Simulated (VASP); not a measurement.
Wanted: the native input for a VASP 6.6.1 run.

| Item | Value |
| --- | --- |
| Task | single point |
| Functional | PBE |
| Potentials or basis | VASP PAW PBE potentials, release 64 (Na_pv, F) |
| Cutoff | 520 eV |
| k mesh | 8 × 8 × 8 |
| Occupations | gaussian, width 0.02 eV |
| Spin | no spin polarisation |
| Dipole correction | no |
| Further INCAR settings | ALGO = Normal; EDIFF = 1e-07; NBANDS = 14 |

The structure of NaF lies in POSCAR:

```
NaF
1.0
    0.0000000000      2.3499911996      2.3499911996
    2.3499911996      0.0000000000      2.3499911996
    2.3499911996      2.3499911996      0.0000000000
Na F
1 1
Direct
    0.0000000000      0.0000000000      0.0000000000
    0.5000000000      0.5000000000      0.5000000000
```

These files were run (other wordings do the same):

INCAR

```
PREC = Accurate
ENCUT = 520
EDIFF = 1E-7
ISMEAR = 0
SIGMA = 0.02
LREAL = F
LASPH = T
NELM = 60
ALGO = Normal
ISIF = 2
LWAVE = F
LCHARG = F
GGA = PE
NBANDS = 14
```

KPOINTS

```
regular mesh
0
Gamma
  8 8 8
```

Potentials or basis: VASP PAW PBE potentials, release 64 (Na_pv, F).

The run is started by

```bash
$ cat potpaw_PBE.64/Na_pv/POTCAR potpaw_PBE.64/F/POTCAR > POTCAR
$ mpirun -np 1 vasp_std > vasp.out
```

Results of the run:

```json
{"Pressure": "-0.1 GPa", "Band gap on the k mesh": "6.08 eV, direct"}
```

Wall time 9 s on 1 thread of Intel(R) Xeon(R) Platinum 8488C (Sapphire Rapids), with other jobs on the host, peak memory 0.15 GiB.
